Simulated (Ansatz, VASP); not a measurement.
**Two plane-wave programs on TiO**

Contents of INCAR:

```
SYSTEM = TiO
PREC     = Accurate       ! precision mode
ENCUT    = 520            ! plane-wave cutoff, eV
EDIFF    = 1E-6           ! SCF threshold, eV
ISMEAR   = 0              ! smearing method
SIGMA    = 0.15           ! smearing width, eV
LREAL    = .FALSE.        ! projectors in reciprocal space
LASPH    = .TRUE.         ! aspherical terms in the spheres
NELM     = 60             ! most SCF steps
ALGO     = Normal         ! electronic algorithm
ISIF     = 2              ! what is computed and relaxed
LWAVE    = .FALSE.        ! write WAVECAR
LCHARG   = .FALSE.        ! write CHGCAR
GGA      = PS             ! functional
NBANDS   = 36             ! bands
```

Contents of KPOINTS:

```
regular mesh
0
G
  12 12 16
  0 0 0
```

Contents of POSCAR:

```
TiO
1.0
    4.7105179706      0.0000000000      0.0000000000
   -2.3552589853      4.0794282275      0.0000000000
    0.0000000000      0.0000000000      2.9068668421
Ti O
3 3
Direct
    0.6666666667      0.3333333333      0.5000000000
    0.3333333333      0.6666666667      0.5000000000
    0.0000000000      0.0000000000      0.0000000000
    0.6052948636      0.6052948636      0.0000000000
    0.3947051364      0.0000000000      0.0000000000
    0.0000000000      0.3947051364      0.0000000000
```

Input for Ansatz:

```yaml
crystal:
  lattice:
    - [4.7105179706, 0.0, 0.0]
    - [-2.3552589853, 4.0794282275, 0.0]
    - [0.0, 0.0, 2.9068668421]
  atoms:
    - { symbol: Ti, position: [0.6666666667, 0.3333333333, 0.5] }
    - { symbol: Ti, position: [0.3333333333, 0.6666666667, 0.5] }
    - { symbol: Ti, position: [0.0, 0.0, 0.0] }
    - { symbol: O, position: [0.6052948636, 0.6052948636, 0.0] }
    - { symbol: O, position: [0.3947051364, 0.0, 0.0] }
    - { symbol: O, position: [0.0, 0.3947051364, 0.0] }
basis:
  ecutwfc: 420
kpoints:
  mp_grid: { grid: [12, 12, 16] }
hamiltonian:
  xc: pbesol
scf:
  occupations: { method: gaussian, width: 0.15 }
output:
  forces: true
  stress: true
  eigenvalues: true
```

Change from the starting cell: strain -0.050 along x and y, +0.025 along z, atoms carried along.

Alike in both runs: task single point; functional PBEsol; k mesh 12 × 12 × 16; occupations gaussian, width 0.15 eV; no spin polarisation.

```csv
,VASP,Ansatz
version,VASP 6.6.1,Ansatz 0.2.0
potentials or method,"VASP PAW PBE potentials, release 64 (Ti_sv, O), cutoff 520 eV","scalar-relativistic, plane waves, PAW"
valence electrons in the cell,54,54
```

|  | VASP | Ansatz | Ansatz less VASP |
| --- | --- | --- | --- |
| gap on the k mesh at the Fermi level (eV) | none | none | - |
| pressure (GPa) | 24.3 | 23.3 | -1.04 |
| traceless stress, the component that is largest in VASP (GPa) | -16.90 | -16.75 | +0.155 |
| rms of the force components (eV/Å) | 0.360 | 0.346 | -0.0140 |

VASP's potentials were made for PBE, not for PBEsol. Atom by atom the forces differ by 0.014 eV/Å (rms over components). A gap of «none» marks a metal or a gap that the smearing closes.
